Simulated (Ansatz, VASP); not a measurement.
Zr2Cl: VASP beside Ansatz

INCAR

```
PREC = Accurate ; ENCUT = 600
EDIFF = 1E-7 ; ISMEAR = 0
SIGMA = 0.1 ; LREAL = F
LASPH = T ; NELM = 60
ALGO = Normal ; ISIF = 3
LWAVE = F ; LCHARG = F
GGA = PE ; IBRION = 2
NSW = 90 ; EDIFFG = -0.04
```

File KPOINTS:

```
regular mesh
0
Gamma
  4 4 6
```

Contents of POSCAR:

```
Zr2Cl
1.0
    4.5584088200      0.0000000000      0.0000000000
    0.0000000000      4.5584088200      0.0000000000
    0.0000000000      0.0000000000      3.6844889300
Zr Cl
2 1
Direct
    0.0000000000      0.5000000000      0.5000000000
    0.5000000000      0.0000000000      0.5000000000
    0.5000000000      0.5000000000      0.0000000000
```

Input for Ansatz:

```yaml
crystal:
  lattice:
    - [4.55840882, 0.0, 0.0]
    - [0.0, 4.55840882, 0.0]
    - [0.0, 0.0, 3.68448893]
  atoms:
    - { symbol: Zr, position: [0.0, 0.5, 0.5] }
    - { symbol: Zr, position: [0.5, 0.0, 0.5] }
    - { symbol: Cl, position: [0.5, 0.5, 0.0] }
basis:
  ecutwfc: 420
kpoints:
  mp_grid: { grid: [4, 4, 6] }
hamiltonian:
  xc: pbe
scf:
  occupations: { method: gaussian, width: 0.1 }
  lower_state_search: "off"
output:
  forces: true
  stress: true
  eigenvalues: true
relax:
  adjacent_minimum: "off"
  f_tol: 0.04
  max_steps: 70
  cell: { stress_tol: 0.4 }
```

Alike in both runs: task relaxation of cell and atoms; functional PBE; k mesh 4 × 4 × 6; occupations gaussian, width 0.1 eV; no spin polarisation.

```csv
,VASP,Ansatz
version,VASP 6.6.1,Ansatz 0.2.0
potentials or method,"VASP PAW PBE potentials, release 64 (Zr_sv, Cl), cutoff 600 eV","scalar-relativistic, plane waves, PAW"
valence electrons in the cell,31,31
```

Ansatz gave:

```
gap on the k mesh at the Fermi level, each at its own relaxed structure (eV) : none
relaxed volume (Å³/atom)                                                     : 20.98
relaxed cell length with the largest relative difference (Å)                 : 3.052
```

Task: Which values does VASP return?

Result: gap on the k mesh at the Fermi level, each at its own relaxed structure (eV): none; relaxed volume (Å³/atom): 21.05; relaxed cell length with the largest relative difference (Å): 3.059.

A gap of «none» marks a metal or a gap that the smearing closes.

Noted on VASP's run: the volume moved by over 15 % at a fixed basis, so the end points are rough.
